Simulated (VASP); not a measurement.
A run of VASP 6.6.1:

The input INCAR:

```
SYSTEM = In2O
ALGO = Normal ; EDIFF = 1E-6
ENCUT = 520 ; GGA = PE
ISIF = 2 ; ISMEAR = -1
LASPH = .True. ; LCHARG = .True.
LELF = .True. ; LREAL = .False.
LVHAR = .True. ; LWAVE = .False.
NBANDS = 23 ; NELM = 60
PREC = Accurate ; SIGMA = 0.06122561905347299
```

File KPOINTS:

```
k-points
0
Gamma
  10 10 10
  0 0 0
```

The input POSCAR:

```
In2O
1.0
    0.0000000000      3.1625366918      3.1625366918
    3.1625366918      0.0000000000      3.1625366918
    3.1625366918      3.1625366918      0.0000000000
In O
2 1
Direct
    0.2500000000      0.2500000000      0.2500000000
    0.7500000000      0.7500000000      0.7500000000
    0.0000000000      0.0000000000      0.0000000000
```

Potentials or basis: VASP PAW PBE potentials, release 64 (In_d, O).

The run is started by

```sh
$ cat potpaw_PBE.64/In_d/POTCAR potpaw_PBE.64/O/POTCAR > POTCAR
$ mpirun -np 1 vasp_std > vasp.out
```

Hardware: 1 thread of Intel Xeon 8259CL (shared host).

**Question.** Estimate the wall time of this run.

**Answer.** Wall time 2.4 min on 1 thread of Intel Xeon 8259CL (shared host), peak memory 0.23 GiB. Counts: scf iterations 15, k points 47.
